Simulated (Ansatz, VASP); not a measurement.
# FePt: VASP beside Ansatz

```
Fe Pt
1.0
     2.68680    0.00000    0.00000
     0.00000    2.68680    0.00000
     0.00000    0.00000    3.71728
Fe Pt
1 1
Direct
  0.50000 0.50000 0.50000
  0.00000 0.00000 0.00000
```

Alike in both runs: functional PBEsol; k mesh 16 × 16 × 12; occupations gaussian, width 0.1 eV; collinear spin.

Ansatz relaxed the structure, and its values are those at the end. VASP's run is a single point on that final structure, the one shown.

|  | VASP | Ansatz |
| --- | --- | --- |
| version | VASP 6.6.1 | Ansatz 0.2.0 |
| potentials or method | VASP PAW PBE potentials, release 64 (Fe, Pt), cutoff 520 eV | scalar-relativistic, plane waves, PAW |
| valence electrons in the cell | 18 | 34 |

|  | VASP | Ansatz | Ansatz less VASP |
| --- | --- | --- | --- |
| gap on the k mesh at the Fermi level (eV) | none | none | - |
| pressure (GPa) | -0.3 | 0.0 | +0.35 |
| net moment per atom (μB) | 1.60 | 1.60 | +0.002 |
| size of the moment on the site where the two differ most (μB) | 0.32 | 0.38 | +0.056 |

VASP's potentials were made for PBE, not for PBEsol. Site moments also hang on the region over which each program counts them. A gap of «none» marks a metal or a gap that the smearing closes. VASP's potentials hold 18 valence electrons a cell and Ansatz's 34, so a difference there can come from the potentials and not from the codes.

Neither program's run includes spin-orbit coupling.
